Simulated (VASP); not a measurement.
# CaO (zincblende type) (F-43m) in VASP: further runs

Runs on CaO (zincblende type). Level: PBE. Tasks: electric field gradients.

All numbers are computed with VASP 6.6.1; they aren't measurements. Logs are shortened: lines on timing, memory, paths and dates and some standing lists are left out, and cuts for length are marked.

## (1) The cell of the first run

Symmetry: F-43m, No. 216, cubic system. The conventional cell has a = 5.138 Å, b = 5.138 Å, c = 5.138 Å, α = 90.00°, β = 90.00°, γ = 90.00°. Ca (site symmetry -43m) has 4 O at 2.22 Å within 2.9 Å. O (site symmetry -43m) has 4 Ca at 2.22 Å within 2.9 Å.

## (2) Electric field gradients, PBE (volume scaled by 0.9405)

Input file INCAR:

```
  ALGO = Normal
  EDIFF = 1E-8
  ENCUT = 520
  GGA = PE
  ISIF = 2
  ISMEAR = -1
  LASPH = True
  LCHARG = False
  LEFG = True
  LREAL = False
  LWAVE = False
  NBANDS = 15
  NELM = 60
  PREC = Accurate
  SIGMA = 0.05
```

Input file KPOINTS:

```
k-points
0
Gamma
  11 11 11
```

Input file POSCAR:

```
CaO
1.0
    0.0000000000      2.5687635645      2.5687635645
    2.5687635645      0.0000000000      2.5687635645
    2.5687635645      2.5687635645      0.0000000000
Ca O
1 1
Direct
    0.0000000000      0.0000000000      0.0000000000
    0.2500000000      0.2500000000      0.2500000000
```

Potentials or basis: VASP PAW PBE potentials, release 64 (Ca_sv, O).

On the command line:

```
$ cat potpaw_PBE.64/Ca_sv/POTCAR potpaw_PBE.64/O/POTCAR > POTCAR
$ mpirun -np 1 vasp_std > vasp.out
```

OUTCAR:

```text
EDIFF = 1E-8
   ENCUT = 520
   GGA = PE
   ISIF = 2
   ISMEAR = -1
   LASPH = True
   LREAL = False
   NELM = 60
   PREC = Accurate

 ion  position               nearest neighbor table
   1  0.000  0.000  0.000-   2 2.22   2 2.22   2 2.22   2 2.22
   2  0.250  0.250  0.250-   1 2.22   1 2.22   1 2.22   1 2.22

  LATTYP: Found a face centered cubic cell.
 ALAT       =     5.1375271290

  Lattice vectors:

 A1 = (   0.0000000000,   2.5687635645,   2.5687635645)
 A2 = (   2.5687635645,   0.0000000000,   2.5687635645)
 A3 = (   2.5687635645,   2.5687635645,   0.0000000000)

Analysis of symmetry for initial positions (statically):
=====================================================================
 Subroutine PRICEL returns:
 Original cell was already a primitive cell.

 Routine SETGRP: Setting up the symmetry group for a
 face centered cubic supercell.

 Subroutine GETGRP returns: Found 24 space group operations
 (whereof 24 operations were pure point group operations)
 out of a pool of 48 trial point group operations.

The static configuration has the point symmetry T_d .

Analysis of symmetry for dynamics (positions and initial velocities):
=====================================================================
 Subroutine PRICEL returns:
 Original cell was already a primitive cell.

 Routine SETGRP: Setting up the symmetry group for a
 face centered cubic supercell.

 Subroutine GETGRP returns: Found 24 space group operations
 (whereof 24 operations were pure point group operations)
 out of a pool of 48 trial point group operations.

The dynamic configuration has the point symmetry T_d .

 Subroutine INISYM returns: Found 24 space group operations
 (whereof 24 operations are pure point group operations),
 and found     1 'primitive' translations

----------------------------------------------------------------------------------------

                                     Primitive cell

  volume of cell :      33.9002

  direct lattice vectors                    reciprocal lattice vectors
     0.000000000  2.568763565  2.568763565    -0.194646174  0.194646174  0.194646174
     2.568763565  0.000000000  2.568763565     0.194646174 -0.194646174  0.194646174
     2.568763565  2.568763565  0.000000000     0.194646174  0.194646174 -0.194646174

  length of vectors
     3.632780271  3.632780271  3.632780271     0.337137063  0.337137063  0.337137063

  position of ions in fractional coordinates (direct lattice)
     0.000000000  0.000000000  0.000000000
     0.250000000  0.250000000  0.250000000

  ion indices of the primitive-cell ions
   primitive index   ion index
                 1           1
                 2           2

----------------------------------------------------------------------------------------

 KPOINTS: k-points

Automatic generation of k-mesh.
 Grid dimensions read from file:
 generate k-points for:   11   11   11

 Generating k-lattice:

  Cartesian coordinates                     Fractional coordinates (reciprocal lattice)
    -0.017695107  0.017695107  0.017695107     0.090909091  0.000000000  0.000000000
     0.017695107 -0.017695107  0.017695107     0.000000000  0.090909091  0.000000000
     0.017695107  0.017695107 -0.017695107     0.000000000  0.000000000  0.090909091

  Length of vectors
     0.030648824  0.030648824  0.030648824

  Shift w.r.t. Gamma in fractional coordinates (k-lattice)
     0.000000000  0.000000000  0.000000000

 Subroutine IBZKPT returns following result:
 ===========================================

 Found     56 irreducible k-points:

 Following reciprocal coordinates:
            Coordinates               Weight
  0.000000  0.000000  0.000000      1.000000
  0.090909  0.000000  0.000000      8.000000
  0.181818  0.000000  0.000000      8.000000
  0.272727  0.000000  0.000000      8.000000
  0.363636  0.000000  0.000000      8.000000
  0.454545  0.000000  0.000000      8.000000
[... 16 lines left out ...]
 -0.272727  0.181818  0.000000     24.000000
 -0.181818  0.181818  0.000000     12.000000
 [... further k-points ...]
   k-points           NKPTS =     56   k-points in BZ     NKDIM =     56   number of bands    NBANDS=     15
   number of dos      NEDOS =    301   number of ions     NIONS =      2
   total plane-waves  NPLWV =  21952
   dimension x,y,z NGX =    28 NGY =   28 NGZ =   28
   dimension x,y,z NGXF=    56 NGYF=   56 NGZF=   56
   ions per type =               1   1
   NGX,Y,Z   is equivalent  to a cutoff of  12.81, 12.81, 12.81 a.u.
   NGXF,Y,Z  is equivalent  to a cutoff of  25.63, 25.63, 25.63 a.u.
 SYSTEM =  unknown system
   PREC   = accura    normal or accurate (medium, high low for compatibility)
   ISTART =      0    job   : 0-new  1-cont  2-samecut
   ICHARG =      2    charge: 1-file 2-atom 10-const
   ISPIN  =      1    spin polarized calculation?
   LNONCOLLINEAR =      F non collinear calculations
   LSORBIT =      F    spin-orbit coupling
   LASPH  =      T    aspherical Exc in radial PAW
   ENCUT  =  520.0 eV  38.22 Ry    6.18 a.u.   6.75  6.75  6.75*2*pi/ulx,y,z
   NELM   =     60;   NELMIN=  2; NELMDL= -5     # of ELM steps
   EDIFF  = 0.1E-07   stopping-criterion for ELM
   LREAL  =      F    real-space projection
   EDIFFG = 0.1E-06   stopping-criterion for IOM
   NSW    =      0    number of steps for IOM
   IBRION =     -1    ionic relax: 0-MD 1-quasi-New 2-CG
   NFREE  =      0    steps in history (QN), initial steepest desc. (CG)
   ISIF   =      2    stress and relaxation
   ISYM   =      2    0-nonsym 1-usesym 2-fastsym
   POTIM  = 0.5000    time-step for ionic-motion
   TEBEG  =    0.0;   TEEND  =   0.0 temperature during run
   PSTRESS=    0.0 pullay stress
   NELECT =      16.0000    total number of electrons
   NUPDOWN=      -1.0000    fix difference up-down
   EMIN   =  10.00;   EMAX   =-10.00  energy-range for DOS
   EFERMI =   0.00;   METHOD = LEGACY
   ISMEAR =    -1;   SIGMA  =   0.05  broadening in eV -4-tet -1-fermi 0-gaus
   EFERMI_NEDOS =   21; number of points for ismear=-14 and -15
   IALGO  =     38    algorithm
   IMIX   =      4    mixing-type and parameters
     AMIX     =   0.40;   BMIX     =  1.00
     AMIX_MAG =   1.60;   BMIX_MAG =  1.00
  volume/ion in A,a.u.               =      16.95       114.38
  Fermi-wavevector in a.u.,A,eV,Ry     =   1.274620  2.408682 22.104785  1.624656
  Thomas-Fermi vector in A             =   2.407378
   LORBIT       =      0    0 simple, 1 ext, 2 COOP (PROOUT), +10 PAW based schemes
   GGA     = PE    functional components
   LHFCALC =     F    Hartree Fock is set to
   AEXX    =    0.0000 exact exchange contribution
   IVDW    =     0    specifies the selected vdW correction
   LEPSILON=     F    determine dielectric tensor
   LRPA    =     F    only Hartree local field effects (RPA)
 non-spin polarized calculation
  energy-cutoff  :      520.00
  volume of cell :       33.90
 maximum number of plane-waves:       941
   NGX = 13   NGY = 13   NGZ = 13

 number of electron      15.9999998 magnetization

 Free energy of the ion-electron system (eV)
  ---------------------------------------------------
  ext. energy  EPLUGINS =         0.00000000
  ---------------------------------------------------
  free energy    TOTEN  =       -12.40143237 eV

  energy without entropy =      -12.40143237  energy(sigma->0) =      -12.40143237

 E-fermi :   1.7871     XC(G=0):  -9.2326

 val. band max:        0.6703240372   @ k =  -0.3636   0.4545   0.1818
 cond. band min:       4.1667558649   @ k =   0.0000   0.0000   0.0000
 fundamental gap:      3.4964318277
 Fermi energy:         1.7870991311

 k-point     1 :       0.0000    0.0000    0.0000
  band No.  band energies     occupation
      1     -36.2780      2.00000
      2     -17.2079      2.00000
      3     -17.2079      2.00000
      4     -17.2079      2.00000
      5     -14.1786      2.00000
      6      -0.0214      2.00000
      7      -0.0214      2.00000
      8      -0.0214      2.00000
      9       4.1668      0.00000
     10       8.8371      0.00000
     11       8.8371      0.00000
     12      10.5835      0.00000
     13      10.5835      0.00000
     14      10.5835      0.00000
     15      17.6852      0.00000

 k-point     2 :       0.0909    0.0000    0.0000
  band No.  band energies     occupation
      1     -36.2736      2.00000
      2     -17.2920      2.00000
      3     -17.2129      2.00000
      4     -17.2129      2.00000
      5     -14.0968      2.00000
      6      -0.1207      2.00000
      7       0.0050      2.00000
      8       0.0050      2.00000
      9       4.4768      0.00000
     10       8.7275      0.00000
     11       8.7275      0.00000
     12      10.4507      0.00000
     13      10.6842      0.00000
     14      10.6842      0.00000
     15      16.5646      0.00000

 k-point     3 :       0.1818    0.0000    0.0000
  band No.  band energies     occupation
      1     -36.2617      2.00000
      2     -17.4973      2.00000
      3     -17.2264      2.00000
      4     -17.2264      2.00000
      5     -13.9010      2.00000
      6      -0.2997      2.00000
      7       0.0730      2.00000
      8       0.0730      2.00000
      9       5.2269      0.00000
     10       8.5442      0.00000
     11       8.5442      0.00000
     12      10.1388      0.00000
     13      10.8265      0.00000
     14      10.8265      0.00000
     15      14.9730      0.00000
[... 343 lines left out ...]
 k-point    23 :      -0.2727    0.1818    0.0000
  band No.  band energies     occupation
      1     -36.2275      2.00000
      2     -17.8984      2.00000
      3     -17.3693      2.00000
      4     -17.2605      2.00000
      5     -13.4419      2.00000
      6      -0.3082      2.00000
      7       0.1399      2.00000
      8       0.2674      2.00000
      9       6.5500      0.00000
     10       8.1173      0.00000
     11       8.3965      0.00000
     12       9.9214      0.00000
     13      10.9046      0.00000
     14      10.9590      0.00000
     15      13.7715      0.00000

 k-point    24 :      -0.1818    0.1818    0.0000
  band No.  band energies     occupation
      1     -36.2408      2.00000
      2     -17.7539      2.00000
      3     -17.3221      2.00000
      4     -17.2405      2.00000
      5     -13.6045      2.00000
      6      -0.3923      2.00000
      7       0.1580      2.00000
      8       0.1804      2.00000
      9       6.2687      0.00000
     10       8.0525      0.00000
     11       8.5073      0.00000
     12       9.9376      0.00000
     13      10.7835      0.00000
     14      11.0297      0.00000
     15      14.3206      0.00000

 [... further k-points ...]
[... 5 lines left out ...]
  --------------------------------------------------------------------------------------
  -------------------------------------------------------------------------------------
  Total        1.2367051      1.2367051      1.2367051      0.0000000      0.0000000      0.0000000
  in kB       58.4486327     58.4486327     58.4486327      0.0000000      0.0000000      0.0000000
  external PRESSURE =      58.4486327 kB  Pullay stress =       0.0000000 kB

 VOLUME and BASIS-vectors are now :
 -----------------------------------------------------------------------------
  energy-cutoff  :      520.00
  volume of cell :       33.90
      direct lattice vectors                 reciprocal lattice vectors
     0.000000000  2.568763565  2.568763565    -0.194646174  0.194646174  0.194646174
     2.568763565  0.000000000  2.568763565     0.194646174 -0.194646174  0.194646174
     2.568763565  2.568763565  0.000000000     0.194646174  0.194646174 -0.194646174

 POSITION                                       TOTAL-FORCE (eV/Angst)
 -----------------------------------------------------------------------------------
      0.00000      0.00000      0.00000         0.000000      0.000000     -0.000000
      1.28438      1.28438      1.28438        -0.000000     -0.000000      0.000000
 -----------------------------------------------------------------------------------
    total drift:                               -0.000000     -0.000000     -0.000000

  FREE ENERGIE OF THE ION-ELECTRON SYSTEM (eV)
  ---------------------------------------------------
  free  energy   TOTEN  =       -12.4014323669 eV

  energy  without entropy=      -12.4014323668  energy(sigma->0) =      -12.40143237

 Electric field gradients (V/A^2)
---------------------------------------------------------------------
 ion       V_xx      V_yy      V_zz      V_xy      V_xz      V_yz
---------------------------------------------------------------------
   1      -0.000    -0.000     0.000    -0.000    -0.000    -0.000
   2      -0.000    -0.000    -0.000    -0.001    -0.001    -0.001
---------------------------------------------------------------------

 Electric field gradients after diagonalization (V/A^2)
 (convention: |V_zz| > |V_xx| > |V_yy|)
----------------------------------------------------------------------
 ion       V_xx      V_yy      V_zz     asymmetry (V_yy - V_xx)/ V_zz
----------------------------------------------------------------------
   1       0.000     0.000    -0.000       0.000
   2       0.001     0.001    -0.001       0.000
----------------------------------------------------------------------

           NMR quadrupolar parameters

 Cq : quadrupolar parameter    Cq=e*Q*V_zz/h
 eta: asymmetry parameters     (V_yy - V_xx)/ V_zz
 Q  : nuclear electric quadrupole moment in mb (millibarn)
----------------------------------------------------------------------
 ion       Cq(MHz)       eta       Q (mb)
----------------------------------------------------------------------
   1      -0.000       0.000       1.000
   2      -0.000       0.000       1.000
----------------------------------------------------------------------
```

It took 1.7 min on 1 thread of AMD EPYC 7R13, shared host; peak memory 0.14 GiB.

Results:

```
Free energy            : -12.4014 eV
Pressure               : 5.8 GPa
Band gap on the k mesh : 3.50 eV, indirect (least direct gap 4.19 eV)
```

Caveat: without QUAD_EFG the Cq values of the log hold for a quadrupole moment of 1 mb, not for the nuclei. A k mesh can miss the band edges.

(Continued in part 2 of 2.)
